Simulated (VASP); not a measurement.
Here is a VASP 6.6.1 calculation.

Contents of INCAR:

```
PREC = Accurate ; ENCUT = 520
EDIFF = 1E-7 ; ISMEAR = 0
SIGMA = 0.05 ; LREAL = False
LASPH = True ; NELM = 60
ALGO = Normal ; ISIF = 2
LWAVE = False ; LCHARG = True
GGA = PE ; LELF = True
LVHAR = True ; NBANDS = 16
```

KPOINTS

```
regular mesh
0
Gamma
  12 12 6
```

Contents of POSCAR:

```
SiC
1.0
    2.9680957510      0.0000000000      0.0000000000
   -1.4840478755      2.5704463213      0.0000000000
    0.0000000000      0.0000000000      4.6680994832
Si C
2 2
Direct
    0.3333333333      0.6666666667      0.0045635313
    0.6666666667      0.3333333333      0.5045635313
    0.3333333333      0.6666666667      0.3804364687
    0.6666666667      0.3333333333      0.8804364687
```

Potentials or basis: VASP PAW PBE potentials, release 64 (Si, C).

Run with:

```bash
$ cat potpaw_PBE.64/Si/POTCAR potpaw_PBE.64/C/POTCAR > POTCAR
$ mpirun -np 1 vasp_std > vasp.out
```

Task: Estimate the largest force.

Result: 0.976 eV/Å.

Task: What does it give for the pressure?

Result: 48.8 GPa.

Task: What does it give for the band gap on the k mesh?

Result: 2.04 eV, indirect (least direct gap 3.85 eV).

Stress tensor (GPa, compression positive):
```
37.26  0.00  0.00
 0.00 37.26  0.00
 0.00  0.00 71.72
```

Caveat: the cell differs from its parent crystal (strain -0.040 along x and y, -0.080 along z). A k mesh can miss the band edges.
